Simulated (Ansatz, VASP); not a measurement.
# One calculation of CdI2, two programs

INCAR

```
SYSTEM = CdI2
ALGO = Normal
EDIFF = 1E-6
ENCUT = 500
GGA = PE
GGA_COMPAT = .False.
ISIF = 2
ISMEAR = -1
LASPH = .True.
LCHARG = .True.
LELF = .True.
LREAL = .False.
LVHAR = .True.
LWAVE = .False.
NBANDS = 20
NELM = 120
PREC = Accurate
SIGMA = 0.02
```

KPOINTS

```
k-points
0
Gamma
  6 6 4
  0 0 0
```

File POSCAR:

```
CdI2
1.0
    4.2440000000      0.0000000000      0.0000000000
   -2.1220000000      3.6754118100      0.0000000000
    0.0000000000      0.0000000000      6.8590000000
Cd I
1 2
Direct
    0.0000000000      0.0000000000      0.0000000000
    0.3333333333      0.6666666667      0.2492000000
    0.6666666667      0.3333333333      0.7508000000
```

Input for Ansatz:

```yaml
crystal:
  lattice:
    - [4.244, 0.0, 0.0]
    - [-2.122, 3.67541181, 0.0]
    - [0.0, 0.0, 6.859]
  atoms:
    - { symbol: Cd, position: [0.0, 0.0, 0.0] }
    - { symbol: I, position: [0.3333333333333333, 0.6666666666666666, 0.2492] }
    - { symbol: I, position: [0.6666666666666666, 0.3333333333333333, 0.7508] }
kpoints:
  mp_grid:
    grid: [6, 6, 4]
hamiltonian:
  xc: pbe
scf:
  occupations:
    method: fermi_dirac
    width: 0.02
output:
  forces: true
```

Alike in both runs: task single point; functional PBE; k mesh 6 × 6 × 4; occupations fermi-dirac, width 0.02 eV; no spin polarisation.

|  | VASP | Ansatz |
| --- | --- | --- |
| version | VASP 6.6.1 | Ansatz 0.2.0 |
| potentials or method | VASP PAW PBE potentials, release 64 (Cd, I) | plane waves, PAW |
| plane-wave cutoff (eV) | 500 | 420 |
| valence electrons in the cell | 26 | 54 |

|  | VASP | Ansatz | Ansatz less VASP |
| --- | --- | --- | --- |
| rms of the force components (eV/Å) | 0.068 | 0.057 | -0.0101 |

Atom by atom the forces differ by 0.010 eV/Å (rms over components). The functional is the same, so the differences come from potentials, cutoffs and numerics. VASP's potentials hold 26 valence electrons a cell and Ansatz's 54, so a difference there can come from the potentials and not from the codes.

Neither program's run includes spin-orbit coupling.
